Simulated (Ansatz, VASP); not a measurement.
**Two plane-wave programs on GaSb**

```
Ga Sb
1.0
     0.00000    3.02511    3.02511
     3.02511    0.00000    3.02511
     3.02511    3.02511    0.00000
Ga Sb
1 1
Direct
  0.00000 0.00000 0.00000
  0.25000 0.25000 0.25000
```

Change from the starting cell: strained cell.

Alike in both runs: functional PBEsol; k mesh 10 × 10 × 10; occupations gaussian, width 0.1 eV; no spin polarisation.

Ansatz relaxed the structure, and its values are those at the end. VASP's run is a single point on that final structure, the one shown.

```csv
,VASP,Ansatz
version,VASP 6.6.1,Ansatz 0.2.0
potentials or method,"VASP PAW PBE potentials, release 64 (Ga_d, Sb), cutoff 500 eV","scalar-relativistic, plane waves, PAW"
valence electrons in the cell,18,28
```

|  | VASP | Ansatz | Ansatz less VASP |
| --- | --- | --- | --- |
| gap on the k mesh at the Fermi level (eV) | 0.23 | 0.22 | -0.014 |
| least direct gap on the mesh (eV) | 0.23 | 0.22 | -0.014 |
| pressure (GPa) | 1.8 | 1.7 | -0.10 |

VASP's potentials were made for PBE, not for PBEsol. VASP's potentials hold 18 valence electrons a cell and Ansatz's 28, so a difference there can come from the potentials and not from the codes. Ansatz's warnings: stress scf threshold loose.

Spin-orbit coupling is off throughout.
